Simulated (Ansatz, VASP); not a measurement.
Two plane-wave programs on GaN

File INCAR:

```
SYSTEM = GaN
  PREC = Accurate
  ENCUT = 520
  EDIFF = 1E-6
  ISMEAR = 0
  SIGMA = 0.05
  LREAL = .FALSE.
  LASPH = .TRUE.
  NELM = 80
  ALGO = Normal
  ISIF = 2
  LWAVE = .FALSE.
  LCHARG = .TRUE.
  GGA = PE
  LELF = .TRUE.
  LVHAR = .TRUE.
  NBANDS = 16
```

File KPOINTS:

```
Automatic mesh
0
G
  10 10 10
  0 0 0
```

Contents of POSCAR:

```
GaN
1.0
    0.0000000000      2.2535006075      2.2535006075
    2.2535006075      0.0000000000      2.2535006075
    2.2535006075      2.2535006075      0.0000000000
Ga N
1 1
Direct
    0.0332815530      0.0332815530     -0.0803487767
    0.7500000000      0.7500000000      0.7500000000
```

Input for Ansatz:

```yaml
crystal:
  lattice:
    - [0.0, 2.2535006075, 2.2535006075]
    - [2.2535006075, 0.0, 2.2535006075]
    - [2.2535006075, 2.2535006075, 0.0]
  atoms:
    - { symbol: Ga, position: [0.033281553, 0.033281553, -0.0803487767] }
    - { symbol: "N", position: [0.75, 0.75, 0.75] }
basis:
  ecutwfc: 420
kpoints:
  mp_grid: { grid: [10, 10, 10] }
hamiltonian:
  xc: pbe
scf:
  occupations: { method: gaussian, width: 0.05 }
output:
  forces: true
  stress: true
  eigenvalues: true
```

Alike in both runs: task single point; functional PBE; k mesh 10 × 10 × 10; occupations gaussian, width 0.05 eV; no spin polarisation.

|  | VASP | Ansatz |
| --- | --- | --- |
| version | VASP 6.6.1 | Ansatz 0.2.0 |
| potentials or method | VASP PAW PBE potentials, release 64 (Ga_d, N), cutoff 520 eV | scalar-relativistic, plane waves, PAW |
| valence electrons in the cell | 18 | 18 |

|  | VASP | Ansatz | Ansatz less VASP |
| --- | --- | --- | --- |
| gap on the k mesh at the Fermi level (eV) | 1.43 | 1.43 | -0.004 |
| least direct gap on the mesh (eV) | 1.43 | 1.43 | -0.004 |
| pressure (GPa) | 8.1 | 8.2 | +0.05 |
| traceless stress, the component that is largest in VASP (GPa) | -6.69 | -6.85 | -0.164 |
| rms of the force components (eV/Å) | 0.920 | 0.931 | +0.0106 |

Atom by atom the forces differ by 0.011 eV/Å (rms over components).
